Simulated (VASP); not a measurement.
The system is HgTe.

```xyz
4
Lattice="2.9925 -3.4669 0.0000 2.9925 3.4669 0.0000 0.0000 0.0000 5.7982" Properties=species:S:1:pos:R:3 pbc="T T T"
Hg    2.9925    1.0883    4.3486
Hg    2.9925   -1.0883    1.4495
Te    2.9925   -1.9748    4.3486
Te    2.9925    1.9748    1.4495
```

Base run:

| Item | Value |
| --- | --- |
| Program | VASP 6.6.1 |
| Functional | PBEsol |
| Potentials or basis | VASP PAW PBE potentials, release 64 (Hg, Te) |
| Cutoff | 500 eV |
| k mesh | 4 × 4 × 4 |
| Occupations | fermi-dirac, width 0.1 eV |
| Spin | no spin polarisation |

Its results: band gap on the k mesh zero (bands 18 and 19 overlap by 2.07 eV); pressure -3.1 GPa; largest force 0.137 eV/Å.

Q: The run is repeated on the same cell with these changes: functional from PBEsol to BLYP. What comes out?

A: Band gap on the k mesh zero (bands 18 and 19 overlap by 2.02 eV); pressure 4.3 GPa; largest force 0.089 eV/Å.

BLYP binds less tightly than PBEsol, so the same cell stands under more pressure.

Caveats: the PAW data sets were made with another functional, which shifts forces and pressure a little; spin-orbit coupling is left out, which moves the levels of the heavy elements; the cell stands under tension (at least some runs); the cell stands under pressure (at least some runs).
